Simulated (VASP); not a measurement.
**AlFe: single point with AM05**

Crystal: AlFe.

```
Fe Al
1.0
     2.91000    0.00000    0.00000
     0.00000    2.91000    0.00000
     0.00000    0.00000    2.91000
Fe Al
1 1
Cartesian
  1.4550 1.4550 1.4550
  0.0000 0.0000 0.0000
```

```
Program                : VASP 6.6.1
Task                   : single point
Functional             : AM05
Potentials or basis    : VASP PAW PBE potentials, release 64 (Fe, Al)
Cutoff                 : 310 eV
k mesh                 : 12 × 12 × 12
Occupations            : tetrahedron, width 0.1 eV
Spin                   : collinear spin, ferromagnetic start
Starting moments       : [3.0, 0.0] μB
Tolerance level        : screening
Purpose                : density of states
K density              : 10 × 10 × 10
Further INCAR settings : ALGO = Normal; EDIFF = 1e-06; NBANDS = 28
```

```
Net moment                                            : 0.77 μB per cell
Site moments                                          : Fe +0.81; Al -0.03 μB
Valence electrons inside the program's atomic spheres : Fe 7.33; Al 0.82
Density of states at the Fermi level                  : 1.29 states/eV/atom
```

Levels at points of the mesh, in eV from the Fermi level:
Spin up:
| k point | band 2 | band 3 | band 4 | band 5 | band 6 | band 7 | band 8 | band 9 | band 10 | band 11 |
| --- | --- | --- | --- | --- | --- | --- | --- | --- | --- | --- |
| (0.00, 0.00, 0.00) | -2.52 | -2.52 | -0.41 | -0.41 | -0.41 | 6.10 | 6.10 | 6.10 | 9.03 | 9.03 |
| (0.50, 0.00, 0.00) | -5.95 | -1.94 | -1.31 | -1.31 | -0.29 | 0.68 | 8.56 | 10.76 | 10.76 | 11.50 |
| (0.50, 0.50, 0.00) | -2.55 | -2.14 | -2.14 | -1.08 | -1.08 | 0.25 | 2.99 | 3.77 | 12.38 | 15.64 |
| (0.50, 0.50, 0.50) | -3.53 | -3.53 | 0.29 | 0.29 | 2.85 | 2.85 | 2.85 | 3.96 | 5.64 | 5.64 |
Spin down:
```tsv
k point	band 1	band 2	band 3	band 4	band 5	band 6	band 7	band 8	band 9	band 10
(0.00, 0.00, 0.00)	-10.22	-2.02	-2.02	0.44	0.44	0.44	6.14	6.14	6.14	9.20
(0.50, 0.00, 0.00)	-6.17	-5.84	-1.36	-0.58	-0.58	0.56	1.35	8.51	10.84	10.84
(0.50, 0.50, 0.00)	-4.57	-2.15	-2.12	-2.12	-0.31	-0.31	0.98	3.41	4.35	12.34
(0.50, 0.50, 0.50)	-3.10	-3.10	-3.10	1.02	1.02	2.93	2.93	2.93	3.91	6.08
```

Wall time 38 s on 1 thread of Intel(R) Xeon(R) Platinum 8488C (Sapphire Rapids), on a shared host, peak memory 0.15 GiB.
